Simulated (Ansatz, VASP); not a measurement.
Two plane-wave programs on Cd

```
Cd
1.0
    -1.44987    1.44987    1.44987
     1.44987   -1.44987    1.44987
     1.44987    1.44987   -1.44987
Cd
1
Direct
  0.00000 0.00000 0.00000
```

Change from the starting cell: volume scaled by 0.6, PAW files.

Alike in both runs: task single point; functional LDA; k mesh 15 × 15 × 15; occupations fermi-dirac, width 0.1 eV; no spin polarisation.

```csv
,VASP,Ansatz
version,VASP 6.6.1,Ansatz 0.2.0
potentials or method,"VASP PAW LDA potentials, release 64 (Cd)","PAW with Ansatz's default frozen-core files, scalar-relativistic"
plane-wave cutoff (eV),520,420
valence electrons in the cell,12,20
```

|  | VASP | Ansatz | Ansatz less VASP |
| --- | --- | --- | --- |
| pressure (GPa) | 144.1 | 136.6 | -7.43 |

LDA's correlation is that of Perdew and Zunger in VASP and of Perdew and Wang (1992) in Ansatz. Both programs put the cell under a high pressure, so it lies far from rest at this level. VASP's potentials hold 12 valence electrons a cell and Ansatz's 20, so a difference there can come from the potentials and not from the codes.

Noted on VASP's run: the cell as given lies far from equilibrium.
